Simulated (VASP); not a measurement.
# MnAs (P6_3/mmc) in VASP: a series of runs, part 2 of 2

VASP 6.6.1.

## (3) Single point, PBE, collinear spin, ferromagnetic start

This run uses another cell than the first one, of 15.92 Å³/atom, 1.020 times its volume.

The input, INCAR:

```
SYSTEM = MnAs
PREC = Accurate
ENCUT = 520
EDIFF = 1E-6
ISMEAR = 0
SIGMA = 0.05
LREAL = .FALSE.
LASPH = .TRUE.
NELM = 150
ALGO = Normal
ISIF = 2
LWAVE = .FALSE.
LCHARG = .FALSE.
ISPIN = 2
MAGMOM = 3.5 3.5 0 0
LORBIT = 11
LMAXMIX = 4
GGA = PE
NBANDS = 30
```

The input, KPOINTS:

```
regular mesh
0
G
  12 12 8
  0 0 0
```

The input, POSCAR:

```
MnAs
1.0
    3.6552634965      0.0000000000      0.0000000000
   -1.8276317482      3.1655510455      0.0000000000
    0.0000000000      0.0000000000      5.5036086009
Mn As
2 2
Direct
    0.0000000000      0.0000000000      0.0000000000
    0.0000000000      0.0000000000      0.5000000000
    0.3333333333      0.6666666667      0.2500000000
    0.6666666667      0.3333333333      0.7500000000
```

Potentials or basis: VASP PAW PBE potentials, release 64 (Mn_pv, As).

Command:

```console
cat potpaw_PBE.64/Mn_pv/POTCAR potpaw_PBE.64/As/POTCAR > POTCAR
mpirun -np 1 vasp_std > vasp.out
```

OUTCAR:

```text
SYSTEM = MnAs
   PREC = Accurate
   ENCUT = 520
   EDIFF = 1E-6
   ISMEAR = 0
   LREAL = .FALSE.
   LASPH = .TRUE.
   NELM = 150
   ISIF = 2
   ISPIN = 2
   LORBIT = 11
   GGA = PE

 ion  position               nearest neighbor table
   1  0.000  0.000  0.000-   3 2.52   4 2.52   3 2.52   4 2.52   4 2.52   3 2.52   2 2.75   2 2.75

   2  0.000  0.000  0.500-   3 2.52   4 2.52   3 2.52   4 2.52   4 2.52   3 2.52   1 2.75   1 2.75

   3  0.333  0.667  0.250-   1 2.52   2 2.52   1 2.52   2 2.52   1 2.52   2 2.52
   4  0.667  0.333  0.750-   1 2.52   2 2.52   1 2.52   2 2.52   1 2.52   2 2.52

  LATTYP: Found a hexagonal cell.
 ALAT       =     3.6552634965
 C/A-ratio  =     1.5056667204

  Lattice vectors:

 A1 = (   3.6552634965,   0.0000000000,   0.0000000000)
 A2 = (  -1.8276317482,   3.1655510455,   0.0000000000)
 A3 = (   0.0000000000,   0.0000000000,   5.5036086009)

Analysis of symmetry for initial positions (statically):
=====================================================================
 Subroutine PRICEL returns:
 Original cell was already a primitive cell.

 Routine SETGRP: Setting up the symmetry group for a
 hexagonal supercell.

 Subroutine GETGRP returns: Found 24 space group operations
 (whereof 12 operations were pure point group operations)
 out of a pool of 24 trial point group operations.

The static configuration has the point symmetry D_3d.
 The point group associated with its full space group is D_6h.

Analysis of symmetry for dynamics (positions and initial velocities):
=====================================================================
 Subroutine PRICEL returns:
 Original cell was already a primitive cell.

 Routine SETGRP: Setting up the symmetry group for a
 hexagonal supercell.

 Subroutine GETGRP returns: Found 24 space group operations
 (whereof 12 operations were pure point group operations)
 out of a pool of 24 trial point group operations.

The dynamic configuration has the point symmetry D_3d.
 The point group associated with its full space group is D_6h.

Analysis of structural, dynamic, and magnetic symmetry:
[... 166 lines left out ...]

 val. band max:        7.4735384309   @ k =   0.4167   0.0000   0.1250
 cond. band min:       7.4781713370   @ k =   0.4167   0.0833   0.0000
 fundamental gap:      0.0046329062
 Fermi energy:         7.4735559924

 spin component 1

 k-point     1 :       0.0000    0.0000    0.0000
  band No.  band energies     occupation
      1     -42.2878      1.00000
      2     -42.2878      1.00000
      3     -42.2737      1.00000
      4     -42.2737      1.00000
      5     -42.0944      1.00000
      6     -41.9543      1.00000
[... 781 lines left out ...]
     29      17.3166      0.00000
     30      17.6570      0.00000

 [... further k-points ...]

 spin component 2

 k-point     1 :       0.0000    0.0000    0.0000
  band No.  band energies     occupation
      1     -39.1649      1.00000
      2     -39.1527      1.00000
      3     -39.1526      1.00000
      4     -39.1360      1.00000
      5     -39.1360      1.00000
      6     -39.0041      1.00000
[... 781 lines left out ...]
     29      17.6436      0.00000
     30      17.9665      0.00000

 [... further k-points ...]

------------------------ aborting loop because EDIFF is reached ----------------------------------------

  FORCE on cell =-STRESS in cart. coord.  units (eV):
  Direction    XX          YY          ZZ          XY          YZ          ZX
  --------------------------------------------------------------------------------------
  -------------------------------------------------------------------------------------
  Total        0.0565738      0.0565738      0.0589404      0.0000000      0.0000000      0.0000000
  in kB        1.4233453      1.4233453      1.4828876      0.0000000      0.0000000      0.0000000
  external PRESSURE =       1.4431928 kB  Pullay stress =       0.0000000 kB

 VOLUME and BASIS-vectors are now :
 -----------------------------------------------------------------------------
  energy-cutoff  :      520.00
  volume of cell :       63.68
      direct lattice vectors                 reciprocal lattice vectors
     3.655263496  0.000000000  0.000000000     0.273578088  0.157950383  0.000000000
    -1.827631748  3.165551045  0.000000000     0.000000000  0.315900766  0.000000000
     0.000000000  0.000000000  5.503608601     0.000000000  0.000000000  0.181698967

 POSITION                                       TOTAL-FORCE (eV/Angst)
 -----------------------------------------------------------------------------------
      0.00000      0.00000      0.00000        -0.000000      0.000000     -0.000000
      0.00000      0.00000      2.75180        -0.000000      0.000000     -0.000000
     -0.00000      2.11037      1.37590        -0.000000      0.000000     -0.000000
      1.82763      1.05518      4.12771         0.000000      0.000000      0.000000
 -----------------------------------------------------------------------------------
    total drift:                               -0.000000      0.000000      0.000000

  FREE ENERGIE OF THE ION-ELECTRON SYSTEM (eV)
  ---------------------------------------------------
  free  energy   TOTEN  =       -28.2771660863 eV

  energy  without entropy=      -28.2737329882  energy(sigma->0) =      -28.27544954

 total charge

# of ion       s       p       d       tot
------------------------------------------
    1        0.293   6.267   5.115  11.675
    2        0.293   6.267   5.115  11.675
    3        1.217   1.536   0.061   2.814
    4        1.217   1.536   0.061   2.814
--------------------------------------------------
tot          3.018  15.607  10.353  28.978

 magnetization (x)

# of ion       s       p       d       tot
------------------------------------------
    1        0.032   0.024   2.856   2.912
    2        0.032   0.024   2.856   2.912
    3        0.001  -0.127   0.007  -0.119
    4        0.001  -0.127   0.007  -0.119
--------------------------------------------------
tot          0.066  -0.206   5.727   5.587
```

OSZICAR:

```text
N       E                     dE             d eps       ncg     rms          rms(c)
DAV:   1     0.352026595756E+03    0.35203E+03   -0.19201E+04 11712   0.130E+03
DAV:   2    -0.102678221123E+02   -0.36229E+03   -0.34470E+03 11550   0.382E+02
DAV:   3    -0.304748824666E+02   -0.20207E+02   -0.19722E+02 13292   0.981E+01
DAV:   4    -0.308272846249E+02   -0.35240E+00   -0.35145E+00 12546   0.127E+01
DAV:   5    -0.308315036175E+02   -0.42190E-02   -0.42185E-02 12980   0.153E+00    0.183E+01
DAV:   6    -0.316269550284E+02   -0.79545E+00   -0.23571E+01 12372   0.532E+01    0.203E+01
DAV:   7    -0.282540364285E+02    0.33729E+01   -0.11044E+01 12396   0.373E+01    0.534E+00
DAV:   8    -0.282790558632E+02   -0.25019E-01   -0.54377E-01 12318   0.431E+00    0.275E+00
DAV:   9    -0.282741063387E+02    0.49495E-02   -0.85147E-02 12570   0.239E+00    0.112E+00
DAV:  10    -0.282763084517E+02   -0.22021E-02   -0.12657E-02 12420   0.789E-01    0.495E-01
DAV:  11    -0.282770954556E+02   -0.78700E-03   -0.27195E-03 12488   0.417E-01    0.163E-01
DAV:  12    -0.282771627715E+02   -0.67316E-04   -0.35727E-04 13106   0.141E-01    0.526E-02
DAV:  13    -0.282771679646E+02   -0.51931E-05   -0.41789E-05 12384   0.390E-02    0.192E-02
DAV:  14    -0.282771666359E+02    0.13287E-05   -0.73100E-06 12528   0.203E-02    0.685E-03
DAV:  15    -0.282771660863E+02    0.54957E-06   -0.78421E-07  8018   0.568E-03
   1 F= -.28277166E+02 E0= -.28275450E+02  d E =-.343310E-02  mag=     5.6828
```

stdout:

```text
POSCAR found type information on POSCAR MnAs
 POSCAR found :  2 types and       4 ions
 scaLAPACK will be used
 LDA part: xc-table for (Slater+PW92), standard interpolation
 POSCAR, INCAR and KPOINTS ok, starting setup
 FFT: planning ... GRIDC
 FFT: planning ... GRID_SOFT
 FFT: planning ... GRID
 WAVECAR not read
 entering main loop
```

Wall time 2.1 min (1 thread of Intel Xeon 6975P-C (Granite Rapids), shared host); peak memory 0.39 GiB.

Results:

* Free energy: -28.2772 eV
* Pressure: 0.1 GPa
* Net moment: 5.68 μB per cell
* Site moments: Mn +2.91; As -0.12 μB
* Valence electrons inside the program's atomic spheres: Mn 11.68; As 2.81

Caveat: only a ferromagnetic start was run, and an antiferromagnetic order may lie lower in energy.

## (4) Single point, PBE, collinear spin, ferromagnetic start

This run uses another cell than the first one, of 15.92 Å³/atom, 1.020 times its volume.

The input, INCAR:

```
SYSTEM = MnAs
ALGO     = Normal         ! electronic algorithm
EDIFF    = 1E-6           ! SCF threshold, eV
ENCUT    = 520            ! plane-wave cutoff, eV
GGA      = PE             ! functional
ISIF     = 2              ! what is computed and relaxed
ISMEAR   = 0              ! smearing method
ISPIN    = 2              ! spin polarisation
LASPH    = .TRUE.         ! aspherical terms in the spheres
LCHARG   = .TRUE.         ! write CHGCAR
LELF     = .TRUE.         ! ELF
LMAXMIX  = 4              ! l up to which the mixer works
LORBIT   = 11             ! projections on sites
LREAL    = .FALSE.        ! projectors in reciprocal space
LVHAR    = .TRUE.       
LWAVE    = .FALSE.        ! write WAVECAR
MAGMOM   = 3.14 3.14 0 0  ! initial moments
NBANDS   = 30             ! bands
NELM     = 150            ! most SCF steps
PREC     = Accurate       ! precision mode
SIGMA    = 0.05           ! smearing width, eV
```

The input, KPOINTS:

```
k-points
0
G
  12 12 8
  0 0 0
```

POSCAR is that of step 3.

Potentials or basis: VASP PAW PBE potentials, release 64 (Mn_pv, As).

Command:

```console
cat potpaw_PBE.64/Mn_pv/POTCAR potpaw_PBE.64/As/POTCAR > POTCAR
mpirun -np 1 vasp_std > vasp.out
```

OUTCAR:

```text
SYSTEM = MnAs
   EDIFF = 1E-6
   ENCUT = 520
   GGA = PE
   ISIF = 2
   ISMEAR = 0
   ISPIN = 2
   LASPH = .TRUE.
   LORBIT = 11
   LREAL = .FALSE.
   NELM = 150
   PREC = Accurate

 ion  position               nearest neighbor table
   1  0.000  0.000  0.000-   3 2.52   4 2.52   3 2.52   4 2.52   4 2.52   3 2.52   2 2.75   2 2.75

   2  0.000  0.000  0.500-   3 2.52   4 2.52   3 2.52   4 2.52   4 2.52   3 2.52   1 2.75   1 2.75

   3  0.333  0.667  0.250-   1 2.52   2 2.52   1 2.52   2 2.52   1 2.52   2 2.52
   4  0.667  0.333  0.750-   1 2.52   2 2.52   1 2.52   2 2.52   1 2.52   2 2.52

  LATTYP: Found a hexagonal cell.
 ALAT       =     3.6552634965
[... 1818 lines left out ...]
     3.655263496  0.000000000  0.000000000     0.273578088  0.157950383  0.000000000
    -1.827631748  3.165551045  0.000000000     0.000000000  0.315900766  0.000000000
     0.000000000  0.000000000  5.503608601     0.000000000  0.000000000  0.181698967

 POSITION                                       TOTAL-FORCE (eV/Angst)
 -----------------------------------------------------------------------------------
      0.00000      0.00000      0.00000        -0.000000      0.000000     -0.000000
      0.00000      0.00000      2.75180        -0.000000      0.000000     -0.000000
     -0.00000      2.11037      1.37590        -0.000000     -0.000000      0.000000
      1.82763      1.05518      4.12771         0.000000      0.000000      0.000000
 -----------------------------------------------------------------------------------
    total drift:                               -0.000000      0.000000      0.000000

  FREE ENERGIE OF THE ION-ELECTRON SYSTEM (eV)
  ---------------------------------------------------
  free  energy   TOTEN  =       -28.2771656060 eV

  energy  without entropy=      -28.2737325269  energy(sigma->0) =      -28.27544907

 total charge

# of ion       s       p       d       tot
------------------------------------------
    1        0.293   6.267   5.115  11.675
    2        0.293   6.267   5.115  11.675
    3        1.217   1.536   0.061   2.814
    4        1.217   1.536   0.061   2.814
--------------------------------------------------
tot          3.018  15.607  10.353  28.978

 magnetization (x)

# of ion       s       p       d       tot
------------------------------------------
    1        0.032   0.024   2.856   2.912
    2        0.032   0.024   2.856   2.912
    3        0.001  -0.127   0.007  -0.119
    4        0.001  -0.127   0.007  -0.119
--------------------------------------------------
tot          0.066  -0.206   5.727   5.587
```

OSZICAR:

```text
N       E                     dE             d eps       ncg     rms          rms(c)
DAV:   1     0.351571242574E+03    0.35157E+03   -0.19180E+04 11720   0.130E+03
DAV:   2    -0.103603800132E+02   -0.36193E+03   -0.34451E+03 11550   0.382E+02
DAV:   3    -0.305653929814E+02   -0.20205E+02   -0.19712E+02 13284   0.981E+01
DAV:   4    -0.309182358708E+02   -0.35284E+00   -0.35206E+00 12558   0.127E+01
DAV:   5    -0.309224338196E+02   -0.41979E-02   -0.41977E-02 12988   0.152E+00    0.179E+01
DAV:   6    -0.319279324424E+02   -0.10055E+01   -0.24592E+01 12348   0.544E+01    0.209E+01
DAV:   7    -0.282393190931E+02    0.36886E+01   -0.11503E+01 12384   0.379E+01    0.530E+00
DAV:   8    -0.282765331659E+02   -0.37214E-01   -0.54939E-01 12300   0.420E+00    0.285E+00
DAV:   9    -0.282740607741E+02    0.24724E-02   -0.92382E-02 12600   0.251E+00    0.113E+00
DAV:  10    -0.282762926451E+02   -0.22319E-02   -0.14319E-02 12318   0.799E-01    0.561E-01
DAV:  11    -0.282770819720E+02   -0.78933E-03   -0.30440E-03 12556   0.453E-01    0.196E-01
DAV:  12    -0.282771636035E+02   -0.81632E-04   -0.47268E-04 13054   0.162E-01    0.564E-02
DAV:  13    -0.282771698777E+02   -0.62742E-05   -0.59038E-05 12294   0.469E-02    0.222E-02
DAV:  14    -0.282771672320E+02    0.26457E-05   -0.93510E-06 12600   0.243E-02    0.823E-03
DAV:  15    -0.282771661551E+02    0.10769E-05   -0.81283E-07  8058   0.600E-03    0.314E-03
DAV:  16    -0.282771656060E+02    0.54909E-06   -0.12524E-07  6342   0.244E-03
   1 F= -.28277166E+02 E0= -.28275449E+02  d E =-.343308E-02  mag=     5.6830
```

stdout:

```text
POSCAR found type information on POSCAR MnAs
 POSCAR found :  2 types and       4 ions
 scaLAPACK will be used
 LDA part: xc-table for (Slater+PW92), standard interpolation
 POSCAR, INCAR and KPOINTS ok, starting setup
 FFT: planning ... GRIDC
 FFT: planning ... GRID_SOFT
 FFT: planning ... GRID
 WAVECAR not read
 entering main loop
```

It took 2.3 min on 1 thread of Intel Xeon 6975P-C (Granite Rapids), shared host; peak memory 0.39 GiB.

Results:

| Quantity | Value |
| --- | --- |
| Free energy | -28.2772 eV |
| Pressure | 0.2 GPa |
| Net moment | 5.68 μB per cell |
| Site moments | Mn +2.91; As -0.12 μB |
| Valence electrons inside the program's atomic spheres | Mn 11.68; As 2.81 |

Caveat: only a ferromagnetic start was run, and an antiferromagnetic order may lie lower in energy.
